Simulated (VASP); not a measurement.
Wanted: the native input for a VASP 6.6.1 run.

* Task: single point
* Functional: PBEsol
* Potentials or basis: VASP PAW PBE potentials, release 64 (Si, O)
* Cutoff: 520 eV
* k mesh: 6 × 6 × 6
* Occupations: gaussian, width 0.01 eV
* Spin: no spin polarisation
* Dipole correction: no
* Further INCAR settings: ALGO = Normal; EDIFF = 1e-07; NBANDS = 25

The structure of SiO2 lies in POSCAR:

```
SiO2
1.0
   -2.3310712953      2.3310712953      3.6762203532
    2.3310712953     -2.3310712953      3.6762203532
    2.3310712953      2.3310712953     -3.6762203532
Si O
2 4
Direct
    0.0000000000      0.0000000000      0.0000000000
    0.7500000000      0.2500000000      0.5000000000
    0.9983800000      0.6250000000      0.8733800000
    0.3750000000      0.2483800000      0.3733800000
    0.7516200000      0.1250000000      0.1266200000
    0.8750000000      0.0016200000      0.6266200000
```

The input as run:

INCAR

```
PREC = Accurate
ENCUT = 520
EDIFF = 1E-7
ISMEAR = 0
SIGMA = 0.01
LREAL = F
LASPH = T
NELM = 100
ALGO = Normal
ISIF = 2
LWAVE = F
LCHARG = T
GGA = PS
LELF = T
LVHAR = T
NBANDS = 25
```

KPOINTS

```
regular mesh
0
Gamma
  6 6 6
```

Potentials or basis: VASP PAW PBE potentials, release 64 (Si, O).

Run with:

```sh
$ cat potpaw_PBE.64/Si/POTCAR potpaw_PBE.64/O/POTCAR > POTCAR
$ mpirun -np 1 vasp_std > vasp.out
```

It gave:

* Pressure: 12.2 GPa
* Largest force: 0.798 eV/Å
* Band gap on the k mesh: 6.32 eV, direct

Caveat: the PAW data sets were made with another functional, which shifts forces and pressure a little.

Run time: 34 s on 1 thread of Intel(R) Xeon(R) 6975P-C (Granite Rapids) (shared host), peak memory 0.24 GiB.
